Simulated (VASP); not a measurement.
LaRu2: relaxation of cell and atoms with LDA

LaRu2:

```
CELL_PARAMETERS angstrom
0.00000 3.85500 3.85500
3.85500 0.00000 3.85500
3.85500 3.85500 0.00000
ATOMIC_POSITIONS crystal
La 0.00000 0.00000 0.00000
La 0.25000 0.25000 0.25000
Ru 0.62500 0.62500 0.62500
Ru 0.12500 0.62500 0.62500
Ru 0.62500 0.62500 0.12500
Ru 0.62500 0.12500 0.62500
```

```json
{
  "Program": "VASP 6.6.1",
  "Task": "relaxation of cell and atoms",
  "Functional": "LDA",
  "Potentials or basis": "VASP PAW LDA potentials, release 64 (La, Ru_pv)",
  "Cutoff": "600 eV",
  "k mesh": "7 × 7 × 7",
  "Occupations": "fermi-dirac, width 0.05 eV",
  "Spin": "no spin polarisation",
  "Dipole correction": "no",
  "Further INCAR settings": "ALGO = Normal; EDIFF = 1e-06; IBRION = 2; EDIFFG = -0.005; NSW = 70; ISIF = 3"
}
```

The relaxed volume is 17.92 Å³/atom, the relaxed cell is a = 5.337 Å, b = 5.337 Å, c = 5.337 Å, α = 60.00°, β = 60.00°, γ = 60.00° and the space group after relaxing (to 0.1 Å) is Fd-3m (No. 227). The energy gained by relaxing is 37.4 meV/atom and the ionic steps are 4. The pressure after relaxing is 0.0 GPa. The band gap on the k mesh is zero (bands 39 and 40 overlap by 0.60 eV).

The path:
```
step  energy change (eV)  largest force (eV/Å)  pressure (GPa)  volume (Å³)
   1              0.0000                0.0000           -9.56       114.58
   2              0.4673                0.0000           22.60        96.71
   3             -0.2241                0.0000           -0.34       107.68
   4             -0.2244                0.0000           -0.04       107.49
```

Final structure:
```
CELL_PARAMETERS angstrom
0.00000 3.77383 3.77383
3.77383 0.00000 3.77383
3.77383 3.77383 0.00000
ATOMIC_POSITIONS crystal
La 0.00000 0.00000 0.00000
La 0.25000 0.25000 0.25000
Ru 0.62500 0.62500 0.62500
Ru 0.12500 0.62500 0.62500
Ru 0.62500 0.62500 0.12500
Ru 0.62500 0.12500 0.62500
```

Levels at points of the mesh, in eV from the Fermi level:
```tsv
k point	band 37	band 38	band 39	band 40	band 41	band 42
(0.00, 0.00, 0.00)	0.01	0.01	0.06	0.06	1.64	1.64
```

It took 6.2 min on 1 thread of Intel(R) Xeon(R) 6975P-C (Granite Rapids), with other jobs on the host, peak memory 0.36 GiB.

Caveat: spin-orbit coupling is left out, which moves the levels of the heavy elements. LDA usually gives volumes a few per cent too small.
